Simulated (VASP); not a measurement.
Crystal: WSe2.

```
W Se
1.0
     3.27906    0.00000    0.00000
    -1.63953    2.83975    0.00000
     0.00000    0.00000   12.79255
W Se
2 4
Direct
  0.66667 0.33333 0.24999
  0.33333 0.66667 0.75001
  0.33333 0.66667 0.38165
  0.66667 0.33333 0.88167
  0.33333 0.66667 0.11833
  0.66667 0.33333 0.61835
```

| Property | Result |
| --- | --- |
| Program | VASP 6.6.1 |
| Task | relaxation of cell and atoms |
| Functional | r2SCAN |
| Dispersion | rVV10 |
| Potentials or basis | VASP PAW PBE potentials, release 64 (W_sv, Se) |
| Cutoff | 600 eV |
| k mesh | 12 × 12 × 2 |
| Occupations | fermi-dirac, width 0.02 eV |
| Spin | no spin polarisation |

At the start: pressure 1.3 GPa; volume 19.85 Å³/atom.

How do energy, volume and symmetry change on relaxing?

Over 11 steps the energy falls by 7.1 meV/atom and the volume is 20.77 Å³/atom (+4.6 %); space group P6_3/mmc (No. 194, to 0.1 Å) before and after.

Step by step:
| step | energy change (eV) | largest force (eV/Å) | pressure (GPa) | volume (Å³) |
| --- | --- | --- | --- | --- |
| 1 | 0.0000 | 0.2414 | 1.31 | 119.12 |
| 2 | -0.0171 | 0.2881 | -0.98 | 121.93 |
| 3 | -0.0176 | 0.2820 | -0.67 | 121.54 |
| 4 | -0.0214 | 0.1249 | 1.04 | 121.54 |
| 5 | -0.0241 | 0.0364 | 0.36 | 121.54 |
| 6 | -0.0322 | 0.0234 | 0.27 | 122.25 |
| 7 | -0.0421 | 0.0071 | 0.12 | 124.13 |
| 8 | -0.0424 | 0.0115 | 0.11 | 124.49 |
| 9 | -0.0424 | 0.0122 | 0.10 | 124.57 |
| 10 | -0.0420 | 0.0523 | -0.37 | 124.90 |
| 11 | -0.0424 | 0.0009 | 0.02 | 124.64 |

Final structure:
```
W Se
1.0
     3.30532    0.00000    0.00000
    -1.65266    2.86249    0.00000
     0.00000    0.00000   13.17317
W Se
2 4
Cartesian
  1.6527 0.9542 3.2932
  0.0000 1.9083 9.8800
  0.0000 1.9083 4.9609
  1.6527 0.9542 11.5477
  0.0000 1.9083 1.6255
  1.6527 0.9542 8.2123
```

Caveat: the PAW data sets were made with another functional, which shifts forces and pressure a little.
